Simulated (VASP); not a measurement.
# Pd (Fd-3m) in VASP: further runs, part 2 of 2

VASP 6.6.1. Earlier steps stand in the parts before.

## Step 3: Single point, BLYP, collinear spin, ferromagnetic start (volume scaled by 1.12)

Input file INCAR:

```
AGGAC    = 1.0          
AGGAX    = 1.0          
ALDAC    = 0.0          
ALDAX    = 1.0          
ALGO     = Normal         # electronic algorithm
EDIFF    = 1E-6           # SCF threshold, eV
ENCUT    = 520            # plane-wave cutoff, eV
GGA      = B5             # functional
ISIF     = 2              # what is computed and relaxed
ISMEAR   = -1             # smearing method
ISPIN    = 2              # spin polarisation
LASPH    = True           # aspherical terms in the spheres
LCHARG   = True           # write CHGCAR
LELF     = True           # ELF
LMAXMIX  = 4              # l up to which the mixer works
LORBIT   = 11             # projections on sites
LREAL    = False          # projectors in reciprocal space
LVHAR    = True         
LWAVE    = False          # write WAVECAR
MAGMOM   = -0.424 -0.424  # initial moments
NBANDS   = 21             # bands
NELM     = 150            # most SCF steps
PREC     = Accurate       # precision mode
SIGMA    = 0.05           # smearing width, eV
```

Input file KPOINTS:

```
k-points
0
Gamma
  10 10 10
```

Input file POSCAR:

```
Pd
1.0
    0.0000000000      3.0787190728      3.0787190728
    3.0787190728      0.0000000000      3.0787190728
    3.0787190728      3.0787190728      0.0000000000
Pd
2
Direct
    0.1250000000      0.1250000000      0.1250000000
    0.8750000000      0.8750000000      0.8750000000
```

Potentials or basis: VASP PAW PBE potentials, release 64 (Pd).

Command:

```sh
$ cat potpaw_PBE.64/Pd/POTCAR > POTCAR
$ mpirun -np 1 vasp_std > vasp.out
```

OUTCAR:

```text
EDIFF = 1E-6
   ENCUT = 520
   GGA = B5
   ISIF = 2
   ISMEAR = -1
   ISPIN = 2
   LASPH = True
   LORBIT = 11
   LREAL = False
   NELM = 150
   PREC = Accurate

 ion  position               nearest neighbor table
   1  0.125  0.125  0.125-   2 2.67   2 2.67   2 2.67   2 2.67
   2  0.875  0.875  0.875-   1 2.67   1 2.67   1 2.67   1 2.67

  LATTYP: Found a face centered cubic cell.
 ALAT       =     6.1574381456

  Lattice vectors:

 A1 = (   0.0000000000,   3.0787190728,   3.0787190728)
 A2 = (   3.0787190728,   0.0000000000,   3.0787190728)
 A3 = (   3.0787190728,   3.0787190728,   0.0000000000)

Analysis of symmetry for initial positions (statically):
[... 6 lines left out ...]

 Subroutine GETGRP returns: Found 48 space group operations
 (whereof 12 operations were pure point group operations)
 out of a pool of 48 trial point group operations.

The static configuration has the point symmetry D_3d.
 The point group associated with its full space group is O_h .

Analysis of symmetry for dynamics (positions and initial velocities):
[... 6 lines left out ...]

 Subroutine GETGRP returns: Found 48 space group operations
 (whereof 12 operations were pure point group operations)
 out of a pool of 48 trial point group operations.

The dynamic configuration has the point symmetry D_3d.
 The point group associated with its full space group is O_h .

Analysis of structural, dynamic, and magnetic symmetry:
=====================================================================
 Subroutine PRICEL returns:
 Original cell was already a primitive cell.

 Routine SETGRP: Setting up the symmetry group for a
 face centered cubic supercell.

 Subroutine GETGRP returns: Found 48 space group operations
 (whereof 12 operations were pure point group operations)
 out of a pool of 48 trial point group operations.

The overall configuration has the point symmetry D_3d.
 The point group associated with its full space group is O_h .

 Subroutine INISYM returns: Found 48 space group operations
[... 127 lines left out ...]
   LRPA    =     F    only Hartree local field effects (RPA)
 spin polarized calculation
  energy-cutoff  :      520.00
  volume of cell :       58.36
 maximum number of plane-waves:      1596
   NGX = 17   NGY = 17   NGZ = 17

 number of electron      20.0000009 magnetization      -0.8359171

 Free energy of the ion-electron system (eV)
  ---------------------------------------------------
  ext. energy  EPLUGINS =         0.00000000
  ---------------------------------------------------
  free energy    TOTEN  =        -7.14534246 eV

  energy without entropy =       -7.09931793  energy(sigma->0) =       -7.12233019

 E-fermi :   2.7364     XC(G=0):  -8.5100

 val. band max:        2.7359244148   @ k =  -0.4000   0.1000   0.0000
 cond. band min:       2.7380869242   @ k =   0.5000   0.2000   0.0000
 fundamental gap:      0.0021625093
 Fermi energy:         2.7363867428

 spin component 1

 k-point     1 :       0.0000    0.0000    0.0000
  band No.  band energies     occupation
      1      -0.8582      1.00000
      2       0.2802      1.00000
      3       0.2802      1.00000
      4       0.3595      1.00000
      5       0.3595      1.00000
      6       0.3595      1.00000
[... 565 lines left out ...]
     20      20.0348      0.00000
     21      20.9076      0.00000

 [... further k-points ...]

 spin component 2

 k-point     1 :       0.0000    0.0000    0.0000
  band No.  band energies     occupation
      1      -0.9026      1.00000
      2       0.0526      1.00000
      3       0.0526      1.00000
      4       0.0939      1.00000
      5       0.0939      1.00000
      6       0.0939      1.00000
[... 565 lines left out ...]
     20      20.0025      0.00000
     21      20.8494      0.00000

 [... further k-points ...]
[... 5 lines left out ...]
  --------------------------------------------------------------------------------------
  -------------------------------------------------------------------------------------
  Total       -1.6611839     -1.6611839     -1.6611839     -0.0000000      0.0000000     -0.0000000
  in kB      -45.6024428    -45.6024428    -45.6024428     -0.0000000      0.0000000     -0.0000000
  external PRESSURE =     -45.6024428 kB  Pullay stress =       0.0000000 kB

 VOLUME and BASIS-vectors are now :
 -----------------------------------------------------------------------------
  energy-cutoff  :      520.00
  volume of cell :       58.36
      direct lattice vectors                 reciprocal lattice vectors
     0.000000000  3.078719073  3.078719073    -0.162405204  0.162405204  0.162405204
     3.078719073  0.000000000  3.078719073     0.162405204 -0.162405204  0.162405204
     3.078719073  3.078719073  0.000000000     0.162405204  0.162405204 -0.162405204

 POSITION                                       TOTAL-FORCE (eV/Angst)
 -----------------------------------------------------------------------------------
      0.76968      0.76968      0.76968        -0.000000     -0.000000      0.000000
      5.38776      5.38776      5.38776         0.000000      0.000000     -0.000000
 -----------------------------------------------------------------------------------
    total drift:                                0.000000      0.000000     -0.000000

  FREE ENERGIE OF THE ION-ELECTRON SYSTEM (eV)
  ---------------------------------------------------
  free  energy   TOTEN  =        -7.1453424570 eV

  energy  without entropy=       -7.0993179288  energy(sigma->0) =       -7.12233019

 total charge

# of ion       s       p       d       tot
------------------------------------------
    1        0.414   0.189   8.525   9.128
    2        0.414   0.189   8.525   9.128
--------------------------------------------------
tot          0.828   0.379  17.050  18.256

 magnetization (x)

# of ion       s       p       d       tot
------------------------------------------
    1        0.004   0.001  -0.416  -0.412
    2        0.004   0.001  -0.416  -0.412
--------------------------------------------------
tot          0.007   0.001  -0.832  -0.824
```

OSZICAR:

```text
N       E                     dE             d eps       ncg     rms          rms(c)
DAV:   1     0.100489788826E+03    0.10049E+03   -0.89364E+03  3948   0.823E+02
DAV:   2    -0.493172437166E+01   -0.10542E+03   -0.96105E+02  4381   0.188E+02
DAV:   3    -0.723177013987E+01   -0.23000E+01   -0.22747E+01  4673   0.291E+01
DAV:   4    -0.725539611748E+01   -0.23626E-01   -0.23622E-01  4885   0.281E+00
DAV:   5    -0.725584765700E+01   -0.45154E-03   -0.45154E-03  4767   0.412E-01    0.419E+00
DAV:   6    -0.716051690239E+01    0.95331E-01   -0.43140E-01  4313   0.482E+00    0.217E+00
DAV:   7    -0.714874176946E+01    0.11775E-01   -0.21624E-02  4208   0.105E+00    0.129E+00
DAV:   8    -0.714521787959E+01    0.35239E-02   -0.53216E-03  4433   0.490E-01    0.146E-01
DAV:   9    -0.714525798232E+01   -0.40103E-04   -0.15305E-04  5002   0.631E-02    0.497E-02
DAV:  10    -0.714533057904E+01   -0.72597E-04   -0.31833E-05  4188   0.363E-02    0.299E-02
DAV:  11    -0.714534179547E+01   -0.11216E-04   -0.14214E-05  4201   0.215E-02    0.119E-02
DAV:  12    -0.714534245697E+01   -0.66151E-06   -0.38158E-07  3881   0.434E-03
   1 F= -.71453425E+01 E0= -.71223302E+01  d E =-.460245E-01  mag=    -0.8372
```

Run time: 41 s. Hardware: 1 thread of Intel Xeon 6975P-C (Granite Rapids), shared host; peak memory 0.24 GiB.

Results:

* Free energy: -7.1453 eV
* Pressure: -4.6 GPa
* Net moment: -0.84 μB per cell
* Site moments: Pd -0.41 μB
* Valence electrons inside the program's atomic spheres: Pd 9.13

Caveat: the PAW data sets were made with another functional, which shifts forces and pressure a little.
